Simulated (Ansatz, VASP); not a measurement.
## Two plane-wave programs on TaS2

```
S Ta
1.0
     3.38060    0.00000    0.00000
    -1.69030    2.92769    0.00000
     0.00000    0.00000   26.12367
S Ta
2 1
Direct
  0.66667 0.33333 0.44140
  0.33333 0.66667 0.55860
  0.00000 0.00000 0.50000
```

Alike in both runs: task single point; functional PBE; k mesh 12 × 12 × 1; occupations gaussian, width 0.05 eV; no spin polarisation.

|  | VASP | Ansatz |
| --- | --- | --- |
| version | VASP 6.6.1 | Ansatz 0.2.0 |
| potentials or method | VASP PAW PBE potentials, release 64 (S, Ta_pv), cutoff 400 eV | plane-wave PAW, scalar-relativistic |
| valence electrons in the cell | 23 | 25 |

|  | VASP | Ansatz | Ansatz less VASP |
| --- | --- | --- | --- |
| rms of the force components (eV/Å) | 0.005 | 0.000 | -0.0049 |

VASP's potentials hold 23 valence electrons a cell and Ansatz's 25, so a difference there can come from the potentials and not from the codes. Ansatz's warnings: slab cell height set.

Neither program's run includes spin-orbit coupling.
